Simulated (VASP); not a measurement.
# Ti3Se (P-6m2) in VASP: a series of runs, part 2 of 2

VASP 6.6.1. Earlier steps stand in the parts before.

## (5) Relaxation of cell and atoms, PBEsol, target pressure 2 GPa, at which the enthalpy is minimised

This run uses another cell than the first one, of 17.58 Å³/atom, 1.058 times its volume.

Input file INCAR:

```
PREC = Accurate
ENCUT = 600
EDIFF = 1E-7
ISMEAR = -1
SIGMA = 0.05
LREAL = F
LASPH = T
NELM = 100
ALGO = Normal
ISIF = 3
LWAVE = F
LCHARG = F
GGA = PS
IBRION = 2
NSW = 60
EDIFFG = -0.01
PSTRESS = 20.0
```

Input file KPOINTS:

```
regular mesh
0
Gamma
  10 10 4
```

Input file POSCAR:

```
Ti3Se
1.0
    3.1974455988      0.0000000000      0.0000000000
   -1.5987227994      2.7690691158      0.0000000000
    0.0000000000      0.0000000000      7.9427450000
Se Ti
1 3
Direct
    0.0000000000      0.0000000000      0.0000000000
    0.6666666667      0.3333333333      0.5000000000
    0.3333333333      0.6666666667      0.7729020000
    0.3333333333      0.6666666667      0.2270980000
```

Potentials or basis: VASP PAW PBE potentials, release 64 (Se, Ti_sv).

Started as:

```bash
$ cat potpaw_PBE.64/Se/POTCAR potpaw_PBE.64/Ti_sv/POTCAR > POTCAR
$ mpirun -np 1 vasp_std > vasp.out
```

OUTCAR:

```text
PREC = Accurate
   ENCUT = 600
   EDIFF = 1E-7
   ISMEAR = -1
   LREAL = F
   LASPH = T
   NELM = 100
   ISIF = 3
   GGA = PS
   IBRION = 2
   NSW = 60
   EDIFFG = -0.01
   PSTRESS = 20.0

 ion  position               nearest neighbor table
   1  0.000  0.000  0.000-   3 2.58   4 2.58   3 2.58   4 2.58   3 2.58   4 2.58
   2  0.667  0.333  0.500-   3 2.85   4 2.85   3 2.85   4 2.85   3 2.85   4 2.85
   3  0.333  0.667  0.773-   1 2.58   1 2.58   1 2.58   2 2.85   2 2.85   2 2.85
   4  0.333  0.667  0.227-   1 2.58   1 2.58   1 2.58   2 2.85   2 2.85   2 2.85

  LATTYP: Found a hexagonal cell.
 ALAT       =     3.1974455988
 C/A-ratio  =     2.4840907389

  Lattice vectors:

 A1 = (   3.1974455988,   0.0000000000,   0.0000000000)
[... 192 lines left out ...]
  external PRESSURE =     -63.6530070 kB  Pullay stress =      20.0000000 kB
[... 307 lines left out ...]
--------------------------------------- Ionic step        9  -------------------------------------------

 number of electron      42.0000000 magnetization

 Free energy of the ion-electron system (eV)
  ---------------------------------------------------
  ext. energy  EPLUGINS =         0.00000000
  ---------------------------------------------------
  free energy    TOTEN  =       -30.94094841 eV

  energy without entropy =      -30.91928238  energy(sigma->0) =      -30.93011540

 E-fermi :   8.5293     XC(G=0): -11.7506

 val. band max:        8.5188167803   @ k =   0.1000   0.1000   0.0000
 cond. band min:       8.5364631976   @ k =   0.3000   0.2000   0.0000
 fundamental gap:      0.0176464173
 Fermi energy:         8.5293005178

 k-point     1 :       0.0000    0.0000    0.0000
  band No.  band energies     occupation
      1     -48.1506      2.00000
      2     -48.1179      2.00000
      3     -47.9679      2.00000
      4     -24.7902      2.00000
      5     -24.6587      2.00000
      6     -24.3340      2.00000
[... 661 lines left out ...]
     24       9.7180      0.00000
     25      10.3250      0.00000

 [... further k-points ...]
[... 5 lines left out ...]
  --------------------------------------------------------------------------------------
  -------------------------------------------------------------------------------------
  Total        0.8304228      0.8304228      0.8165664     -0.0000000      0.0000000      0.0000000
  in kB       20.0016744     20.0016744     19.6679265     -0.0000000      0.0000000      0.0000000
  external PRESSURE =      -0.1095749 kB  Pullay stress =      20.0000000 kB
[... 23 lines left out ...]
  energy  without entropy=      -30.9192823791  energy(sigma->0) =      -30.93011540

  enthalpy is  TOTEN    =       -30.1105950942 eV   P V=        0.8303533207

 reached required accuracy - stopping structural energy minimisation
```

CONTCAR:

```text
Ti3Se
   1.00000000000000
     3.1332085121449227   -0.0000000000000000    0.0000000000000000
    -1.5666042560724613    2.7134381668914096   -0.0000000000000000
     0.0000000000000000   -0.0000000000000000    7.8240980871943835
  Se              Ti
     1     3
Direct
     0.0000000000000000    0.0000000000000000    0.0000000000000000
     0.6666666667000030    0.3333333332999970    0.5000000000000000
     0.3333333332999970    0.6666666667000030    0.7718447767080523
     0.3333333332999970    0.6666666667000030    0.2281552232919477

  0.00000000E+00  0.00000000E+00  0.00000000E+00
  0.00000000E+00  0.00000000E+00  0.00000000E+00
  0.00000000E+00  0.00000000E+00  0.00000000E+00
  0.00000000E+00  0.00000000E+00  0.00000000E+00
```

Wall time 14 min (1 thread of Intel Xeon 6975P-C (Granite Rapids), shared host); peak memory 0.28 GiB.

What came out:

| Item | Value |
| --- | --- |
| Free energy | -30.9409 eV |
| Relaxed volume | 16.63 Å³/atom |
| Relaxed cell | a = 3.133 Å, b = 3.133 Å, c = 7.824 Å, α = 90.00°, β = 90.00°, γ = 120.00° |
| Space group after relaxing (to 0.05 Å) | P-6m2 (No. 187) |
| Energy change on relaxing (the enthalpy is what falls) | -7.7 meV/atom |
| Ionic steps | 9 |
| Pressure after relaxing | 2.0 GPa |
| Largest force after relaxing | 0.005 eV/Å |
| Band gap on the k mesh | zero (band 21 reaches 8.94 eV, above the bottom of band 22 at 8.36 eV) |

Forces on the atoms (eV/Å):
```
Se   0.000  0.000  0.000
Ti   0.000  0.000  0.000
Ti   0.000  0.000 -0.005
Ti   0.000  0.000  0.005
```

Step by step:
```
step  energy change (eV)  largest force (eV/Å)  pressure (GPa)  volume (Å³)
   1              0.0000                0.0713           -4.37        70.32
   2              0.0794                0.3745            9.17        63.45
   3             -0.0309                0.1320            1.91        66.69
   4             -0.0300                0.1366            2.05        66.62
   5             -0.0306                0.0607            2.08        66.53
   6             -0.0301                0.0079            2.09        66.47
   7             -0.0302                0.0104            2.09        66.47
   8             -0.0314                0.0004            1.91        66.57
   9             -0.0308                0.0054            1.99        66.52
```

Final structure:
```cif
data_structure
_symmetry_space_group_name_H-M 'P 1'
_symmetry_Int_Tables_number 1
_cell_length_a 3.1332
_cell_length_b 3.1332
_cell_length_c 7.8241
_cell_angle_alpha 90.000
_cell_angle_beta 90.000
_cell_angle_gamma 120.000
_cell_volume 66.52
loop_
_atom_site_label
_atom_site_type_symbol
_atom_site_fract_x
_atom_site_fract_y
_atom_site_fract_z
_atom_site_occupancy
Se1 Se 0.00000 0.00000 0.00000 1
Ti1 Ti 0.66667 0.33333 0.50000 1
Ti2 Ti 0.33333 0.66667 0.77184 1
Ti3 Ti 0.33333 0.66667 0.22816 1
```

Caveat: the cell is relaxed towards a set pressure, so the enthalpy falls and the energy may rise; the PAW data sets were made with another functional, which shifts forces and pressure a little.

## (6) Single point, PBEsol (volume scaled by 0.94)

Input file INCAR:

```
SYSTEM = Ti3Se
  PREC = Accurate
  ENCUT = 520
  EDIFF = 1E-7
  ISMEAR = -1
  SIGMA = 0.05
  LREAL = .FALSE.
  LASPH = .TRUE.
  NELM = 80
  ALGO = Normal
  ISIF = 2
  LWAVE = .FALSE.
  LCHARG = .FALSE.
  GGA = PS
  NBANDS = 29
```

Input file KPOINTS:

```
Automatic mesh
0
G
  10 10 4
  0 0 0
```

Input file POSCAR:

```
Ti3Se
1.0
    3.1321732920      0.0000000000      0.0000000000
   -1.5660866460      2.7125416399      0.0000000000
    0.0000000000      0.0000000000      7.7806026671
Se Ti
1 3
Direct
    0.0000000000      0.0000000000      0.0000000000
    0.6666666667      0.3333333333      0.5000000000
    0.3333333333      0.6666666667      0.7729020000
    0.3333333333      0.6666666667      0.2270980000
```

Potentials or basis: VASP PAW PBE potentials, release 64 (Se, Ti_sv).

Started as:

```bash
$ cat potpaw_PBE.64/Se/POTCAR potpaw_PBE.64/Ti_sv/POTCAR > POTCAR
$ mpirun -np 1 vasp_std > vasp.out
```

It took 60 s on 1 thread of Intel Xeon Platinum 8375C at 2.90GHz (Ice Lake), shared host; peak memory 0.21 GiB.

It converged, with:

```
Free energy            : -30.9308 eV
Pressure               : 3.1 GPa
Largest force          : 0.143 eV/Å
Band gap on the k mesh : zero (band 21 reaches 9.01 eV, above the bottom of band 22 at 8.44 eV)
```

Forces in eV/Å, atoms in the order of the input:
```
Se   0.000  0.000  0.000
Ti   0.000  0.000  0.000
Ti   0.000  0.000 -0.143
Ti   0.000  0.000  0.143
```

Stress tensor (GPa, compression positive):
```
2.77 0.00 0.00
0.00 2.77 0.00
0.00 0.00 3.64
```

Levels at points of the mesh, in eV from the Fermi level:
```csv
k point,band 18,band 19,band 20,band 21,band 22,band 23,band 24,band 25
"(0.00, 0.00, 0.00)",-1.32,-0.05,0.16,0.16,0.30,0.30,1.05,1.12
"(0.50, 0.00, 0.00)",-1.93,-1.68,-0.62,-0.46,0.20,0.87,0.92,2.49
"(0.00, 0.00, 0.50)",-1.41,-0.65,0.41,0.41,0.65,0.65,0.68,1.08
"(0.50, 0.00, 0.50)",-1.69,-1.59,-0.94,-0.92,0.71,0.92,1.08,1.31
```

Caveat: the cell differs from its parent crystal (volume scaled by 0.94); the PAW data sets were made with another functional, which shifts forces and pressure a little.

## (7) The runs side by side

| task | cell | cutoff (eV) | gap on the mesh (eV) | pressure (GPa) | largest force (eV/Å) |
| --- | --- | --- | --- | --- | --- |
| single point | a = 3.133, b = 3.133, c = 7.822 Å, angles 90.0, 90.0, 120.0°, 4 atoms | 520 | none | 2.1 | 0.03 |
| single point | a = 3.152, b = 3.152, c = 7.854 Å, angles 90.0, 90.0, 120.0°, 4 atoms | 520 | none | 0.1 | 0.03 |
| relaxation of cell and atoms | relaxed from a = 3.197, b = 3.197, c = 7.943 Å, angles 90.0, 90.0, 120.0°, 4 atoms | 600 | none | 0.0 | - |
| relaxation of cell and atoms | relaxed to 2 GPa from a = 3.197, b = 3.197, c = 7.943 Å, angles 90.0, 90.0, 120.0°, 4 atoms | 600 | none | 2.0 | 0.01 |
| single point | a = 3.132, b = 3.132, c = 7.781 Å, angles 90.0, 90.0, 120.0°, 4 atoms | 520 | none | 3.1 | 0.14 |

Alike in all rows: level PBEsol; potentials or basis VASP PAW PBE potentials, release 64 (Se, Ti_sv); no spin polarisation; k mesh 10 × 10 × 4; smearing fermi-dirac 0.05 eV.

Caveats: the PAW data sets were made with another functional, which shifts forces and pressure a little; the cell is relaxed towards a set pressure, so the enthalpy falls and the energy may rise (some runs).

Absolute energies hang on the potentials; compare differences alone.
